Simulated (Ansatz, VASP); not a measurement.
## Two plane-wave programs on TiO

Contents of INCAR:

```
PREC = Accurate
ENCUT = 600
EDIFF = 1E-6
ISMEAR = 0
SIGMA = 0.1
LREAL = False
LASPH = True
NELM = 80
ALGO = Normal
ISIF = 3
LWAVE = False
LCHARG = False
GGA = PS
IBRION = 2
NSW = 100
EDIFFG = -0.005
```

The input KPOINTS:

```
regular mesh
0
Gamma
  18 18 8
```

The input POSCAR:

```
TiO
1.0
    2.8197155338      0.0000000000      0.0000000000
   -1.4098577669      2.4419452837      0.0000000000
    0.0000000000      0.0000000000      5.4576096252
Ti O
2 2
Direct
    0.3333333333      0.6666666667      0.2500000000
    0.6666666667      0.3333333333      0.7500000000
    0.0000000000      0.0000000000      0.0000000000
    0.0000000000      0.0000000000      0.5000000000
```

Input for Ansatz:

```yaml
crystal:
  lattice:
    - [2.8197155352, 0.0, 0.0]
    - [-1.4098577676, 2.4419452849, 0.0]
    - [0.0, 0.0, 5.4576096253]
  atoms:
    - { symbol: Ti, position: [0.3333333333, 0.6666666667, 0.25] }
    - { symbol: Ti, position: [0.6666666667, 0.3333333333, 0.75] }
    - { symbol: O, position: [0.0, 0.0, 0.0] }
    - { symbol: O, position: [0.0, 0.0, 0.5] }
basis:
  ecutwfc: 420
kpoints:
  mp_grid: { grid: [18, 18, 8] }
hamiltonian:
  xc: pbesol
scf:
  occupations: { method: gaussian, width: 0.1 }
output:
  forces: true
  stress: true
  eigenvalues: true
  write_density: true
  write_potential: true
  elf: true
  volumetric_format: npy
relax:
  adjacent_minimum: "off"
  f_tol: 0.005
  max_steps: 80
  cell: { stress_tol: 0.05 }
```

Alike in both runs: task relaxation of cell and atoms; functional PBEsol; k mesh 18 × 18 × 8; occupations gaussian, width 0.1 eV; no spin polarisation.

|  | VASP | Ansatz |
| --- | --- | --- |
| version | VASP 6.6.1 | Ansatz 0.2.0 |
| potentials or method | VASP PAW PBE potentials, release 64 (Ti_sv, O), cutoff 600 eV | scalar-relativistic, plane waves, PAW |
| valence electrons in the cell | 36 | 36 |

Ansatz gave:

| Item | Value |
| --- | --- |
| gap on the k mesh at the Fermi level, each at its own relaxed structure (eV) | none |
| relaxed volume (Å³/atom) | 9.39 |
| relaxed cell length with the largest relative difference (Å) | 5.456 |

Task: Estimate VASP's values.

Result: gap on the k mesh at the Fermi level, each at its own relaxed structure (eV): none; relaxed volume (Å³/atom): 9.41; relaxed cell length with the largest relative difference (Å): 5.461.

VASP's potentials were made for PBE, not for PBEsol. A gap of «none» marks a metal or a gap that the smearing closes.
